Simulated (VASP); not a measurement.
Crystal: SiGe3.

```
Si Ge
1.0
     5.55000    0.00000    0.00000
     0.00000    5.55000    0.00000
     0.00000    0.00000    5.55000
Si Ge
2 6
Cartesian
  0.0000 0.0000 0.0000
  0.0000 2.7750 2.7750
  2.7750 0.0000 2.7750
  2.7750 2.7750 0.0000
  1.3875 1.3875 1.3875
  1.3875 4.1625 4.1625
  4.1625 1.3875 4.1625
  4.1625 4.1625 1.3875
```

- Program: VASP 6.6.1
- Task: relaxation of volume and atoms at fixed shape
- Functional: LDA
- Potentials or basis: VASP PAW LDA potentials, release 64 (Si, Ge_d)
- Cutoff: 600 eV
- k mesh: 6 × 6 × 6
- Occupations: gaussian, width 0.02 eV
- Spin: no spin polarisation

At the start: pressure 0.5 GPa; volume 21.37 Å³/atom.

Problem. How do energy, volume and symmetry change on relaxing?

Solution. Over 5 steps the energy falls by 4.0 meV/atom and the volume is 21.49 Å³/atom (+0.6 %); space group P-4m2 (No. 115, to 0.1 Å) before and after.

Step by step:
```
step  energy change (eV)  largest force (eV/Å)  pressure (GPa)  volume (Å³)
   1              0.0000                0.4882            0.52       170.95
   2             -0.0294                0.1221           -0.35       172.68
   3             -0.0301                0.0578           -0.47       172.99
   4             -0.0320                0.0187            0.18       171.53
   5             -0.0322                0.0012            0.03       171.90
```

Final structure:
```
CELL_PARAMETERS angstrom
5.56018 0.00000 0.00000
0.00000 5.56018 0.00000
0.00000 0.00000 5.56018
ATOMIC_POSITIONS crystal
Si 0.00000 0.00000 0.00000
Si 0.00000 0.50000 0.50000
Ge 0.50000 0.00000 0.50000
Ge 0.50000 0.50000 0.00000
Ge 0.24429 0.25000 0.25000
Ge 0.24429 0.75000 0.75000
Ge 0.75571 0.25000 0.75000
Ge 0.75571 0.75000 0.25000
```
